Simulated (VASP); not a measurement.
Crystal: AlB2As3.

```xyz
6
Lattice="3.8297 0.0000 0.0000 0.0000 3.8297 0.0000 0.0000 0.0000 7.8792" Properties=species:S:1:pos:R:3 pbc="T T T"
Al    0.0000    0.0000    3.9396
B     0.0000    0.0000    5.9623
B     0.0000    0.0000    1.9169
As    0.0000    0.0000    0.0000
As    1.9148    1.9148    3.9396
As    1.9148    1.9148    0.0000
```

* Program: VASP 6.6.1
* Task: relaxation of cell and atoms
* Functional: PBE
* Potentials or basis: VASP PAW PBE potentials, release 64 (Al, B, As)
* Cutoff: 600 eV
* k mesh: 10 × 10 × 6
* Occupations: gaussian, width 0.1 eV
* Spin: no spin polarisation

At the start: pressure 0.8 GPa; volume 19.26 Å³/atom.

Q: How do energy, volume and symmetry change on relaxing?

A: Over 7 steps the energy falls by 4.9 meV/atom; space group P4/mmm (No. 123, to 0.05 Å).

The path:
```csv
step,energy change (eV),largest force (eV/Å),pressure (GPa),volume (Å³)
1,0.0000,0.1485,0.78,115.56
2,-0.0245,0.1070,-0.83,117.11
3,-0.0249,0.0837,-0.66,116.93
4,-0.0291,0.0010,-0.10,115.79
5,-0.0292,0.0125,-0.01,115.61
6,-0.0292,0.0144,0.01,115.58
7,-0.0292,0.0002,0.01,115.56
```

Final structure:
```yaml
crystal:
  lattice:
    - [3.79206, 0.00000, 0.00000]
    - [0.00000, 3.79206, 0.00000]
    - [0.00000, 0.00000, 8.03665]
  atoms:
    - { symbol: Al, position: [0.00000, 0.00000, 0.50000] }
    - { symbol: B, position: [0.00000, 0.00000, 0.75628] }
    - { symbol: B, position: [0.00000, 0.00000, 0.24372] }
    - { symbol: As, position: [0.00000, 0.00000, 0.00000] }
    - { symbol: As, position: [0.50000, 0.50000, 0.50000] }
    - { symbol: As, position: [0.50000, 0.50000, 0.00000] }
```
